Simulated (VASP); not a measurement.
# TiAl (Pm-3m) in VASP: single point with PBEsol

Aim: the single point of TiAl with PBEsol.

All numbers are computed with VASP 6.6.1; they aren't measurements. Logs are shortened: lines on timing, memory, paths and dates and some standing lists are left out, and cuts for length are marked.

**1. The cell of the first run**

Symmetry: Pm-3m, No. 221, cubic system. The conventional cell has a = 3.179 Å, b = 3.179 Å, c = 3.179 Å, α = 90.00°, β = 90.00°, γ = 90.00°. Ti (site symmetry m-3m) has 8 Al at 2.75 Å and 6 Ti at 3.18 Å within 3.6 Å. Within 3.6 Å of Al (site symmetry m-3m) lie 8 Ti at 2.75 Å and 6 Al at 3.18 Å.

**2. Single point, PBEsol**

Contents of INCAR:

```
SYSTEM = TiAl
PREC = Accurate
ENCUT = 520
EDIFF = 1E-7
ISMEAR = 1
SIGMA = 0.4
LREAL = .False.
LASPH = .True.
NELM = 100
ALGO = Normal
ISIF = 2
LWAVE = .False.
LCHARG = .True.
GGA = PS
LELF = .True.
LVHAR = .True.
NBANDS = 14
```

Contents of KPOINTS:

```
regular mesh
0
Gamma
  16 16 16
  0 0 0
```

Contents of POSCAR:

```
TiAl
1.0
    3.1790640000      0.0000000000      0.0000000000
    0.0000000000      3.1790640000      0.0000000000
    0.0000000000      0.0000000000      3.1790640000
Ti Al
1 1
Direct
    0.0000000000      0.0000000000      0.0000000000
    0.5000000000      0.5000000000      0.5000000000
```

Potentials or basis: VASP PAW PBE potentials, release 64 (Ti_sv, Al).

Run with:

```sh
> cat potpaw_PBE.64/Ti_sv/POTCAR potpaw_PBE.64/Al/POTCAR > POTCAR
> mpirun -np 1 vasp_std > vasp.out
```

OUTCAR:

```text
SYSTEM = TiAl
   PREC = Accurate
   ENCUT = 520
   EDIFF = 1E-7
   ISMEAR = 1
   LREAL = .False.
   LASPH = .True.
   NELM = 100
   ISIF = 2
   GGA = PS

 ion  position               nearest neighbor table
   1  0.000  0.000  0.000-   2 2.75   2 2.75   2 2.75   2 2.75   2 2.75   2 2.75   2 2.75   2 2.75

   2  0.500  0.500  0.500-   1 2.75   1 2.75   1 2.75   1 2.75   1 2.75   1 2.75   1 2.75   1 2.75

  LATTYP: Found a simple cubic cell.
 ALAT       =     3.1790640000

  Lattice vectors:

 A1 = (   3.1790640000,   0.0000000000,   0.0000000000)
 A2 = (   0.0000000000,   3.1790640000,   0.0000000000)
 A3 = (   0.0000000000,   0.0000000000,   3.1790640000)

Analysis of symmetry for initial positions (statically):
=====================================================================
 Subroutine PRICEL returns:
 Original cell was already a primitive cell.

 Routine SETGRP: Setting up the symmetry group for a
 simple cubic supercell.

 Subroutine GETGRP returns: Found 48 space group operations
 (whereof 48 operations were pure point group operations)
 out of a pool of 48 trial point group operations.

The static configuration has the point symmetry O_h .

Analysis of symmetry for dynamics (positions and initial velocities):
=====================================================================
 Subroutine PRICEL returns:
 Original cell was already a primitive cell.

 Routine SETGRP: Setting up the symmetry group for a
 simple cubic supercell.

 Subroutine GETGRP returns: Found 48 space group operations
 (whereof 48 operations were pure point group operations)
 out of a pool of 48 trial point group operations.

The dynamic configuration has the point symmetry O_h .

 Subroutine INISYM returns: Found 48 space group operations
 (whereof 48 operations are pure point group operations),
 and found     1 'primitive' translations

----------------------------------------------------------------------------------------

                                     Primitive cell

  volume of cell :      32.1290

  direct lattice vectors                    reciprocal lattice vectors
     3.179064000  0.000000000  0.000000000     0.314557996  0.000000000  0.000000000
     0.000000000  3.179064000  0.000000000     0.000000000  0.314557996  0.000000000
     0.000000000  0.000000000  3.179064000     0.000000000  0.000000000  0.314557996

  length of vectors
     3.179064000  3.179064000  3.179064000     0.314557996  0.314557996  0.314557996

  position of ions in fractional coordinates (direct lattice)
     0.000000000  0.000000000  0.000000000
     0.500000000  0.500000000  0.500000000

  ion indices of the primitive-cell ions
   primitive index   ion index
                 1           1
                 2           2

----------------------------------------------------------------------------------------

 KPOINTS: regular mesh

Automatic generation of k-mesh.
 Grid dimensions read from file:
 generate k-points for:   16   16   16

 Generating k-lattice:

  Cartesian coordinates                     Fractional coordinates (reciprocal lattice)
     0.019659875  0.000000000  0.000000000     0.062500000  0.000000000  0.000000000
     0.000000000  0.019659875  0.000000000     0.000000000  0.062500000  0.000000000
     0.000000000  0.000000000  0.019659875     0.000000000  0.000000000  0.062500000

  Length of vectors
     0.019659875  0.019659875  0.019659875

  Shift w.r.t. Gamma in fractional coordinates (k-lattice)
     0.000000000  0.000000000  0.000000000

 Subroutine IBZKPT returns following result:
 ===========================================

 Found    165 irreducible k-points:

 Following reciprocal coordinates:
            Coordinates               Weight
  0.000000  0.000000  0.000000      1.000000
  0.062500  0.000000  0.000000      6.000000
  0.125000  0.000000  0.000000      6.000000
  0.187500  0.000000  0.000000      6.000000
  0.250000  0.000000  0.000000      6.000000
  0.312500  0.000000  0.000000      6.000000
[... 16 lines left out ...]
  0.437500  0.125000  0.000000     24.000000
  0.500000  0.125000  0.000000     12.000000
 [... further k-points ...]
   k-points           NKPTS =    165   k-points in BZ     NKDIM =    165   number of bands    NBANDS=     14
   number of dos      NEDOS =    301   number of ions     NIONS =      2
   total plane-waves  NPLWV =  13824
   dimension x,y,z NGX =    24 NGY =   24 NGZ =   24
   dimension x,y,z NGXF=    48 NGYF=   48 NGZF=   48
   ions per type =               1   1
   NGX,Y,Z   is equivalent  to a cutoff of  12.55, 12.55, 12.55 a.u.
   NGXF,Y,Z  is equivalent  to a cutoff of  25.10, 25.10, 25.10 a.u.
 SYSTEM =  TiAl
   PREC   = accura    normal or accurate (medium, high low for compatibility)
   ISTART =      0    job   : 0-new  1-cont  2-samecut
   ICHARG =      2    charge: 1-file 2-atom 10-const
   ISPIN  =      1    spin polarized calculation?
   LNONCOLLINEAR =      F non collinear calculations
   LSORBIT =      F    spin-orbit coupling
   LASPH  =      T    aspherical Exc in radial PAW
   ENCUT  =  520.0 eV  38.22 Ry    6.18 a.u.   5.91  5.91  5.91*2*pi/ulx,y,z
   NELM   =    100;   NELMIN=  2; NELMDL= -5     # of ELM steps
   EDIFF  = 0.1E-06   stopping-criterion for ELM
   LREAL  =      F    real-space projection
   EDIFFG = 0.1E-05   stopping-criterion for IOM
   NSW    =      0    number of steps for IOM
   IBRION =     -1    ionic relax: 0-MD 1-quasi-New 2-CG
   NFREE  =      0    steps in history (QN), initial steepest desc. (CG)
   ISIF   =      2    stress and relaxation
   ISYM   =      2    0-nonsym 1-usesym 2-fastsym
   POTIM  = 0.5000    time-step for ionic-motion
   TEBEG  =    0.0;   TEEND  =   0.0 temperature during run
   PSTRESS=    0.0 pullay stress
   NELECT =      15.0000    total number of electrons
   NUPDOWN=      -1.0000    fix difference up-down
   EMIN   =  10.00;   EMAX   =-10.00  energy-range for DOS
   EFERMI =   0.00;   METHOD = LEGACY
   ISMEAR =     1;   SIGMA  =   0.40  broadening in eV -4-tet -1-fermi 0-gaus
   EFERMI_NEDOS =   21; number of points for ismear=-14 and -15
   IALGO  =     38    algorithm
   IMIX   =      4    mixing-type and parameters
     AMIX     =   0.40;   BMIX     =  1.00
     AMIX_MAG =   1.60;   BMIX_MAG =  1.00
  volume/ion in A,a.u.               =      16.06       108.41
  Fermi-wavevector in a.u.,A,eV,Ry     =   1.270007  2.399964 21.945065  1.612917
  Thomas-Fermi vector in A             =   2.403017
   LORBIT       =      0    0 simple, 1 ext, 2 COOP (PROOUT), +10 PAW based schemes
   GGA     = PS    functional components
   LHFCALC =     F    Hartree Fock is set to
   AEXX    =    0.0000 exact exchange contribution
   IVDW    =     0    specifies the selected vdW correction
   LEPSILON=     F    determine dielectric tensor
   LRPA    =     F    only Hartree local field effects (RPA)
 non-spin polarized calculation
 Methfessel and Paxton  Order N= 1 SIGMA  =   0.40
  energy-cutoff  :      520.00
  volume of cell :       32.13
 maximum number of plane-waves:       912
 NGX is ok and might be reduce to    24
   NGX = 11   NGY = 11   NGZ = 11

 number of electron      14.9999994 magnetization

 Free energy of the ion-electron system (eV)
  ---------------------------------------------------
  ext. energy  EPLUGINS =         0.00000000
  ---------------------------------------------------
  free energy    TOTEN  =       -12.96473317 eV

  energy without entropy =      -12.96128510  energy(sigma->0) =      -12.96358381

 E-fermi :   8.6843     XC(G=0): -11.1896

 val. band max:        8.6818892792   @ k =   0.4375   0.2500   0.1875
 cond. band min:       8.6904234784   @ k =   0.3750   0.1875   0.1875
 fundamental gap:      0.0085341992
 Fermi energy:         8.6842744881

 k-point     1 :       0.0000    0.0000    0.0000
  band No.  band energies     occupation
      1     -47.9918      2.00000
      2     -24.2932      2.00000
      3     -24.2932      2.00000
      4     -24.2932      2.00000
      5      -0.5813      2.00000
      6       7.2389      2.00000
      7       7.2389      2.00000
      8      10.4616     -0.00000
      9      10.4616     -0.00000
     10      10.4616     -0.00000
     11      13.0933     -0.00000
     12      13.0933     -0.00000
     13      13.0933     -0.00000
     14      17.5201      0.00000

 k-point     2 :       0.0625    0.0000    0.0000
  band No.  band energies     occupation
      1     -47.9912      2.00000
      2     -24.2999      2.00000
      3     -24.2927      2.00000
      4     -24.2927      2.00000
      5      -0.5188      2.00000
      6       7.2085      2.00000
      7       7.2671      2.00001
      8      10.3503     -0.00000
      9      10.3503     -0.00000
     10      10.4691     -0.00000
     11      12.8192     -0.00000
     12      13.2501     -0.00000
     13      13.2501     -0.00000
     14      17.4357      0.00000

 k-point     3 :       0.1250    0.0000    0.0000
  band No.  band energies     occupation
      1     -47.9896      2.00000
      2     -24.3190      2.00000
      3     -24.2910      2.00000
      4     -24.2910      2.00000
      5      -0.3328      2.00000
      6       7.0887      2.00000
      7       7.3490      2.00002
      8      10.0811     -0.00001
      9      10.0811     -0.00001
     10      10.4907     -0.00000
     11      12.2412     -0.00000
     12      13.6575     -0.00000
     13      13.6575     -0.00000
     14      17.1938      0.00000
[... 324 lines left out ...]
 k-point    23 :       0.4375    0.1250    0.0000
  band No.  band energies     occupation
      1     -47.9751      2.00000
      2     -24.4568      2.00000
      3     -24.3028      2.00000
      4     -24.2762      2.00000
      5       2.3567      2.00000
      6       4.2160      2.00000
      7       8.1041      2.05958
      8       8.5675      1.47141
      9       8.9230      0.16278
     10      10.4184     -0.00000
     11      11.6254     -0.00000
     12      14.9960     -0.00000
     13      16.4699     -0.00000
     14      17.4226      0.00000

 k-point    24 :       0.5000    0.1250    0.0000
  band No.  band energies     occupation
      1     -47.9745      2.00000
      2     -24.4632      2.00000
      3     -24.3022      2.00000
      4     -24.2756      2.00000
      5       2.7763      2.00000
      6       3.7477      2.00000
      7       8.2067      2.07061
      8       8.4719      1.77333
      9       8.8821      0.26577
     10      10.4287     -0.00000
     11      11.6605     -0.00000
     12      15.0726     -0.00000
     13      16.6559     -0.00000
     14      17.6653      0.00000

 [... further k-points ...]
[... 5 lines left out ...]
  --------------------------------------------------------------------------------------
  -------------------------------------------------------------------------------------
  Total       -0.4828666     -0.4828666     -0.4828666      0.0000000      0.0000000     -0.0000000
  in kB      -24.0790834    -24.0790834    -24.0790834      0.0000000      0.0000000     -0.0000000
  external PRESSURE =     -24.0790834 kB  Pullay stress =       0.0000000 kB

 VOLUME and BASIS-vectors are now :
 -----------------------------------------------------------------------------
  energy-cutoff  :      520.00
  volume of cell :       32.13
      direct lattice vectors                 reciprocal lattice vectors
     3.179064000  0.000000000  0.000000000     0.314557996  0.000000000  0.000000000
     0.000000000  3.179064000  0.000000000     0.000000000  0.314557996  0.000000000
     0.000000000  0.000000000  3.179064000     0.000000000  0.000000000  0.314557996

 POSITION                                       TOTAL-FORCE (eV/Angst)
 -----------------------------------------------------------------------------------
      0.00000      0.00000      0.00000         0.000000      0.000000      0.000000
      1.58953      1.58953      1.58953         0.000000      0.000000      0.000000
 -----------------------------------------------------------------------------------
    total drift:                                0.000000      0.000000      0.000000

  FREE ENERGIE OF THE ION-ELECTRON SYSTEM (eV)
  ---------------------------------------------------
  free  energy   TOTEN  =       -12.9647331701 eV

  energy  without entropy=      -12.9612851043  energy(sigma->0) =      -12.96358381
```

It took 68 s on 1 thread of Intel Xeon 8259CL, shared host; peak memory 0.2 GiB.

Results:

| Property | Result |
| --- | --- |
| Free energy | -12.9647 eV |
| Pressure | -2.4 GPa |

Caveat: the PAW data sets were made with another functional, which shifts forces and pressure a little.
